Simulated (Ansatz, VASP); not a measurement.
Cd2Se: VASP beside Ansatz

```
Cd Se
1.0
     0.00000    3.42473    3.42473
     3.42473    0.00000    3.42473
     3.42473    3.42473    0.00000
Cd Se
2 1
Direct
  0.25000 0.25000 0.25000
  0.75000 0.75000 0.75000
  0.50000 0.50000 0.50000
```

Alike in both runs: task relaxation of cell and atoms; functional PBE; k mesh 4 × 4 × 4; occupations gaussian, width 0.1 eV; no spin polarisation.

|  | VASP | Ansatz |
| --- | --- | --- |
| version | VASP 6.6.1 | Ansatz 0.2.0 |
| potentials or method | VASP PAW PBE potentials, release 64 (Cd, Se), cutoff 600 eV | scalar-relativistic, plane waves, PAW |
| valence electrons in the cell | 30 | 56 |

|  | VASP | Ansatz | Ansatz less VASP |
| --- | --- | --- | --- |
| gap on the k mesh at the Fermi level, each at its own relaxed structure (eV) | none | none | - |
| relaxed volume (Å³/atom) | 27.36 | 27.31 | -0.044 |
| relaxed cell length with the largest relative difference (Å) | 4.878 | 4.875 | -0.0026 |

A gap of «none» marks a metal or a gap that the smearing closes. VASP's potentials hold 30 valence electrons a cell and Ansatz's 56, so a difference there can come from the potentials and not from the codes.

The k mesh is coarse, so the values compare programs but aren't converged.
